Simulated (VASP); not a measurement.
Input of a VASP 6.6.1 run:

INCAR

```
PREC = Accurate
ENCUT = 520
EDIFF = 1E-6
ISMEAR = -1
SIGMA = 0.05
LREAL = F
LASPH = T
NELM = 150
ALGO = Normal
ISIF = 2
LWAVE = F
LCHARG = F
MAGMOM = 0 0 0 0 0 0
LORBIT = 11
LSORBIT = T
GGA_COMPAT = F
LORBMOM = T
GGA = CA
NBANDS = 28
```

File KPOINTS:

```
regular mesh
0
Gamma
  4 4 4
```

Contents of POSCAR:

```
BaTe
1.0
    4.2624660000      0.0000000000      0.0000000000
    0.0000000000      4.2624660000      0.0000000000
    0.0000000000      0.0000000000      4.2624660000
Ba Te
1 1
Direct
    0.0000000000      0.0000000000      0.0000000000
    0.5000000000      0.5000000000      0.5000000000
```

Potentials or basis: VASP PAW LDA potentials, release 64 (Ba_sv, Te).

The run is started by

```bash
$ cat potpaw_LDA.64/Ba_sv/POTCAR potpaw_LDA.64/Te/POTCAR > POTCAR
$ mpirun -np 1 vasp_ncl > vasp.out
```

What does it give for the net moment?

0.00 μB per cell.

What does it give for the pressure?

-2.7 GPa.

Moments on the atoms (μB; x, y, z):
```
Ba  0.00 0.00 0.00
Te  0.00 0.00 0.00
```

Caveat: the k points lie up to 0.37 Å⁻¹ apart.
